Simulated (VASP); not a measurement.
# Cu (Pm-3m) in VASP: a series of runs

Cu is run at these levels: LDA; tasks: single point.

All numbers are computed with VASP 6.6.1; they aren't measurements. Logs are shortened: lines on timing, memory, paths and dates and some standing lists are left out, and cuts for length are marked.

**1. The cell of the first run**

The structure is cubic, space group Pm-3m (No. 221). The conventional cell has a = 2.327 Å, b = 2.327 Å, c = 2.327 Å, α = 90.00°, β = 90.00°, γ = 90.00°. Within 3.1 Å of Cu (site symmetry m-3m) lie 6 Cu at 2.33 Å.

**2. Single point, LDA**

INCAR reads:

```
ALGO = Normal
EDIFF = 1E-6
ENCUT = 520
GGA = CA
ISIF = 2
ISMEAR = -1
LASPH = True
LCHARG = False
LREAL = False
LWAVE = False
NBANDS = 12
NELM = 100
PREC = Accurate
SIGMA = 0.1
```

KPOINTS reads:

```
k-points
0
Gamma
  15 15 15
```

POSCAR reads:

```
Cu
1.0
    2.3268300599      0.0000000000      0.0000000000
    0.0000000000      2.3268300599      0.0000000000
    0.0000000000      0.0000000000      2.3268300599
Cu
1
Direct
    0.0000000000      0.0000000000      0.0000000000
```

Potentials or basis: VASP PAW LDA potentials, release 64 (Cu).

The run is started by

```
$ cat potpaw_LDA.64/Cu/POTCAR > POTCAR
$ mpirun -np 1 vasp_std > vasp.out
```

OUTCAR:

```text
EDIFF = 1E-6
   ENCUT = 520
   GGA = CA
   ISIF = 2
   ISMEAR = -1
   LASPH = True
   LREAL = False
   NELM = 100
   PREC = Accurate

 ion  position               nearest neighbor table
   1  0.000  0.000  0.000-

  LATTYP: Found a simple cubic cell.
 ALAT       =     2.3268300599

  Lattice vectors:

 A1 = (   2.3268300599,   0.0000000000,   0.0000000000)
 A2 = (   0.0000000000,   2.3268300599,   0.0000000000)
 A3 = (   0.0000000000,   0.0000000000,   2.3268300599)

Analysis of symmetry for initial positions (statically):
=====================================================================
 Subroutine PRICEL returns:
 Original cell was already a primitive cell.

 Routine SETGRP: Setting up the symmetry group for a
 simple cubic supercell.

 Subroutine GETGRP returns: Found 48 space group operations
 (whereof 48 operations were pure point group operations)
 out of a pool of 48 trial point group operations.

The static configuration has the point symmetry O_h .

Analysis of symmetry for dynamics (positions and initial velocities):
=====================================================================
 Subroutine PRICEL returns:
 Original cell was already a primitive cell.

 Routine SETGRP: Setting up the symmetry group for a
 simple cubic supercell.

 Subroutine GETGRP returns: Found 48 space group operations
 (whereof 48 operations were pure point group operations)
 out of a pool of 48 trial point group operations.

The dynamic configuration has the point symmetry O_h .

 Subroutine INISYM returns: Found 48 space group operations
 (whereof 48 operations are pure point group operations),
 and found     1 'primitive' translations

----------------------------------------------------------------------------------------

                                     Primitive cell

  volume of cell :      12.5978

  direct lattice vectors                    reciprocal lattice vectors
     2.326830060  0.000000000  0.000000000     0.429769246  0.000000000  0.000000000
     0.000000000  2.326830060  0.000000000     0.000000000  0.429769246  0.000000000
     0.000000000  0.000000000  2.326830060     0.000000000  0.000000000  0.429769246

  length of vectors
     2.326830060  2.326830060  2.326830060     0.429769246  0.429769246  0.429769246

  position of ions in fractional coordinates (direct lattice)
     0.000000000  0.000000000  0.000000000

  ion indices of the primitive-cell ions
   primitive index   ion index
                 1           1

----------------------------------------------------------------------------------------

 KPOINTS: k-points

Automatic generation of k-mesh.
 Grid dimensions read from file:
 generate k-points for:   15   15   15

 Generating k-lattice:

  Cartesian coordinates                     Fractional coordinates (reciprocal lattice)
     0.028651283  0.000000000  0.000000000     0.066666667  0.000000000  0.000000000
     0.000000000  0.028651283  0.000000000     0.000000000  0.066666667  0.000000000
     0.000000000  0.000000000  0.028651283     0.000000000  0.000000000  0.066666667

  Length of vectors
     0.028651283  0.028651283  0.028651283

  Shift w.r.t. Gamma in fractional coordinates (k-lattice)
     0.000000000  0.000000000  0.000000000

 Subroutine IBZKPT returns following result:
 ===========================================

 Found    120 irreducible k-points:

 Following reciprocal coordinates:
            Coordinates               Weight
  0.000000  0.000000  0.000000      1.000000
  0.066667  0.000000  0.000000      6.000000
  0.133333  0.000000  0.000000      6.000000
  0.200000  0.000000  0.000000      6.000000
  0.266667  0.000000  0.000000      6.000000
  0.333333  0.000000  0.000000      6.000000
[... 16 lines left out ...]
  0.266667  0.200000  0.000000     24.000000
  0.333333  0.200000  0.000000     24.000000
 [... further k-points ...]
   k-points           NKPTS =    120   k-points in BZ     NKDIM =    120   number of bands    NBANDS=     12
   number of dos      NEDOS =    301   number of ions     NIONS =      1
   total plane-waves  NPLWV =   5832
   dimension x,y,z NGX =    18 NGY =   18 NGZ =   18
   dimension x,y,z NGXF=    36 NGYF=   36 NGZF=   36
   ions per type =               1
   NGX,Y,Z   is equivalent  to a cutoff of  12.86, 12.86, 12.86 a.u.
   NGXF,Y,Z  is equivalent  to a cutoff of  25.72, 25.72, 25.72 a.u.
 SYSTEM =  unknown system
   PREC   = accura    normal or accurate (medium, high low for compatibility)
   ISTART =      0    job   : 0-new  1-cont  2-samecut
   ICHARG =      2    charge: 1-file 2-atom 10-const
   ISPIN  =      1    spin polarized calculation?
   LNONCOLLINEAR =      F non collinear calculations
   LSORBIT =      F    spin-orbit coupling
   LASPH  =      T    aspherical Exc in radial PAW
   ENCUT  =  520.0 eV  38.22 Ry    6.18 a.u.   4.33  4.33  4.33*2*pi/ulx,y,z
   NELM   =    100;   NELMIN=  2; NELMDL= -5     # of ELM steps
   EDIFF  = 0.1E-05   stopping-criterion for ELM
   LREAL  =      F    real-space projection
   EDIFFG = 0.1E-04   stopping-criterion for IOM
   NSW    =      0    number of steps for IOM
   IBRION =     -1    ionic relax: 0-MD 1-quasi-New 2-CG
   NFREE  =      0    steps in history (QN), initial steepest desc. (CG)
   ISIF   =      2    stress and relaxation
   ISYM   =      2    0-nonsym 1-usesym 2-fastsym
   POTIM  = 0.5000    time-step for ionic-motion
   TEBEG  =    0.0;   TEEND  =   0.0 temperature during run
   PSTRESS=    0.0 pullay stress
   NELECT =      11.0000    total number of electrons
   NUPDOWN=      -1.0000    fix difference up-down
   EMIN   =  10.00;   EMAX   =-10.00  energy-range for DOS
   EFERMI =   0.00;   METHOD = LEGACY
   ISMEAR =    -1;   SIGMA  =   0.10  broadening in eV -4-tet -1-fermi 0-gaus
   EFERMI_NEDOS =   21; number of points for ismear=-14 and -15
   IALGO  =     38    algorithm
   IMIX   =      4    mixing-type and parameters
     AMIX     =   0.40;   BMIX     =  1.00
     AMIX_MAG =   1.60;   BMIX_MAG =  1.00
  volume/ion in A,a.u.               =      12.60        85.01
  Fermi-wavevector in a.u.,A,eV,Ry     =   1.564736  2.956922 33.312485  2.448399
  Thomas-Fermi vector in A             =   2.667316
   LORBIT       =      0    0 simple, 1 ext, 2 COOP (PROOUT), +10 PAW based schemes
   GGA     = CA    functional components
   LHFCALC =     F    Hartree Fock is set to
   AEXX    =    0.0000 exact exchange contribution
   IVDW    =     0    specifies the selected vdW correction
   LEPSILON=     F    determine dielectric tensor
   LRPA    =     F    only Hartree local field effects (RPA)
 non-spin polarized calculation
  energy-cutoff  :      520.00
  volume of cell :       12.60
 maximum number of plane-waves:       350
 NGX is ok and might be reduce to    18
   NGX =  9   NGY =  9   NGZ =  9

 number of electron      10.9999981 magnetization

 Free energy of the ion-electron system (eV)
  ---------------------------------------------------
  ext. energy  EPLUGINS =         0.00000000
  ---------------------------------------------------
  free energy    TOTEN  =        -4.18242657 eV

  energy without entropy =       -4.17525635  energy(sigma->0) =       -4.17884146

 E-fermi :   6.3552     XC(G=0): -12.6363

 val. band max:        6.2994434389   @ k =   0.3333   0.3333   0.1333
 cond. band min:       6.6104794637   @ k =   0.4000   0.2000   0.2000
 fundamental gap:      0.3110360247
 Fermi energy:         6.3552495152

 k-point     1 :       0.0000    0.0000    0.0000
  band No.  band energies     occupation
      1      -2.2583      2.00000
      2       2.1303      2.00000
      3       2.1303      2.00000
      4       5.0482      2.00000
      5       5.0482      2.00000
      6       5.0482      2.00000
      7      24.9783      0.00000
      8      24.9783      0.00000
      9      24.9783      0.00000
     10      28.6502      0.00000
     11      28.6502      0.00000
     12      33.0424      0.00000

 k-point     2 :       0.0667    0.0000    0.0000
  band No.  band energies     occupation
      1      -2.1284      2.00000
      2       2.1459      2.00000
      3       2.1826      2.00000
      4       5.0061      2.00000
      5       5.0061      2.00000
      6       5.0516      2.00000
      7      23.2056      0.00000
      8      25.1491      0.00000
      9      25.1491      0.00000
     10      28.6987      0.00000
     11      29.9311      0.00000
     12      33.7725      0.00000

 k-point     3 :       0.1333    0.0000    0.0000
  band No.  band energies     occupation
      1      -1.7455      2.00000
      2       2.1902      2.00000
      3       2.3360      2.00000
      4       4.8889      2.00000
      5       4.8889      2.00000
      6       5.0612      2.00000
      7      20.3753      0.00000
      8      25.6522      0.00000
      9      25.6522      0.00000
     10      28.8453      0.00000
     11      30.9998      0.00000
     12      36.2405      0.00000

 k-point     4 :       0.2000    0.0000    0.0000
  band No.  band energies     occupation
      1      -1.1326      2.00000
      2       2.2560      2.00000
      3       2.5828      2.00000
      4       4.7207      2.00000
      5       4.7207      2.00000
      6       5.0753      1.99999
      7      17.5475      0.00000
      8      26.4625      0.00000
      9      26.4625      0.00000
     10      29.0924      0.00000
     11      31.4738      0.00000
     12      39.7329      0.00000

 k-point     5 :       0.2667    0.0000    0.0000
  band No.  band energies     occupation
      1      -0.3394      2.00000
      2       2.3325      2.00000
      3       2.9205      2.00000
      4       4.5335      2.00000
      5       4.5335      2.00000
      6       5.0916      1.99999
      7      14.8862      0.00000
      8      27.5439      0.00000
      9      27.5439      0.00000
     10      29.4402      0.00000
     11      31.8055      0.00000
     12      39.1701      0.00000

 k-point     6 :       0.3333    0.0000    0.0000
  band No.  band energies     occupation
      1       0.5291      2.00000
      2       2.4065      2.00000
      3       3.3739      2.00000
      4       4.3600      2.00000
      5       4.3600      2.00000
      6       5.1072      1.99999
      7      12.4645      0.00000
      8      28.8512      0.00000
      9      28.8512      0.00000
     10      29.8771      0.00000
     11      32.0956      0.00000
     12      37.3615      0.00000

 k-point     7 :       0.4000    0.0000    0.0000
  band No.  band energies     occupation
      1       1.2754      2.00000
      2       2.4649      2.00000
      3       4.0037      2.00000
      4       4.2280      2.00000
      5       4.2280      2.00000
      6       5.1194      1.99999
      7      10.3858      0.00000
      8      30.3116      0.00000
      9      30.3116      0.00000
     10      30.3517      0.00000
     11      32.3343      0.00000
     12      35.9568      0.00000

 k-point     8 :       0.4667    0.0000    0.0000
  band No.  band energies     occupation
      1       1.6844      2.00000
      2       2.4971      2.00000
      3       4.1570      2.00000
      4       4.1570      2.00000
      5       4.6841      2.00000
      6       5.1261      1.99999
      7       8.9560      0.00000
      8      30.7117      0.00000
      9      31.6673      0.00000
     10      31.6673      0.00000
     11      32.4752      0.00000
     12      35.1582      0.00000
[... 166 lines left out ...]
 k-point    20 :       0.4000    0.1333    0.0000
  band No.  band energies     occupation
      1       1.6437      2.00000
      2       2.6561      2.00000
      3       3.3257      2.00000
      4       4.2557      2.00000
      5       4.9786      2.00000
      6       5.0549      2.00000
      7      10.7262      0.00000
      8      24.9272      0.00000
      9      29.9538      0.00000
     10      30.9720      0.00000
     11      31.7298      0.00000
     12      37.2823      0.00000

 k-point    21 :       0.4667    0.1333    0.0000
  band No.  band energies     occupation
      1       2.0417      2.00000
      2       2.7280      2.00000
      3       3.2379      2.00000
      4       4.1861      2.00000
      5       4.9866      2.00000
      6       5.8953      1.98008
      7       9.1219      0.00000
      8      26.3752      0.00000
      9      28.1334      0.00000
     10      32.0619      0.00000
     11      32.3932      0.00000
     12      35.5194      0.00000

 k-point    22 :       0.2000    0.2000    0.0000
  band No.  band energies     occupation
      1      -0.0720      2.00000
      2       2.5238      2.00000
      3       2.9094      2.00000
      4       4.4264      2.00000
      5       4.7265      2.00000
      6       4.7969      2.00000
      7      17.8588      0.00000
      8      19.6226      0.00000
      9      27.9158      0.00000
     10      30.7689      0.00000
     11      34.2585      0.00000
     12      38.6909      0.00000

 k-point    23 :       0.2667    0.2000    0.0000
  band No.  band energies     occupation
      1       0.6350      2.00000
      2       2.6198      2.00000
      3       3.1894      2.00000
      4       4.3741      2.00000
      5       4.5755      2.00000
      6       4.7924      2.00000
      7      15.7466      0.00000
      8      19.9182      0.00000
      9      28.9805      0.00000
     10      31.1862      0.00000
     11      31.8414      0.00000
     12      40.0016      0.00000

 k-point    24 :       0.3333    0.2000    0.0000
  band No.  band energies     occupation
      1       1.3547      2.00000
      2       2.6939      2.00000
      3       3.3521      2.00000
      4       4.4120      2.00000
      5       4.6889      2.00000
      6       4.8121      2.00000
      7      13.3441      0.00000
      8      20.9265      0.00000
      9      29.4800      0.00000
     10      30.2787      0.00000
     11      31.7498      0.00000
     12      39.3052      0.00000

 [... further k-points ...]
[... 5 lines left out ...]
  --------------------------------------------------------------------------------------
  -------------------------------------------------------------------------------------
  Total        0.0612557      0.0612557      0.0612557      0.0000000     -0.0000000      0.0000000
  in kB        7.7904649      7.7904649      7.7904649      0.0000000     -0.0000000      0.0000000
  external PRESSURE =       7.7904649 kB  Pullay stress =       0.0000000 kB

 VOLUME and BASIS-vectors are now :
 -----------------------------------------------------------------------------
  energy-cutoff  :      520.00
  volume of cell :       12.60
      direct lattice vectors                 reciprocal lattice vectors
     2.326830060  0.000000000  0.000000000     0.429769246  0.000000000  0.000000000
     0.000000000  2.326830060  0.000000000     0.000000000  0.429769246  0.000000000
     0.000000000  0.000000000  2.326830060     0.000000000  0.000000000  0.429769246

 POSITION                                       TOTAL-FORCE (eV/Angst)
 -----------------------------------------------------------------------------------
      0.00000      0.00000      0.00000         0.000000      0.000000      0.000000
 -----------------------------------------------------------------------------------
    total drift:                                0.000000      0.000000     -0.000000

  FREE ENERGIE OF THE ION-ELECTRON SYSTEM (eV)
  ---------------------------------------------------
  free  energy   TOTEN  =        -4.1824265677 eV

  energy  without entropy=       -4.1752563465  energy(sigma->0) =       -4.17884146
```

It took 15 s on 1 thread of AMD EPYC 7R13, shared host; peak memory 0.09 GiB.

What came out:

```yaml
Free_energy: -4.1824 eV
Pressure: 0.8 GPa
```

(Part 1 of 2 ends here.)
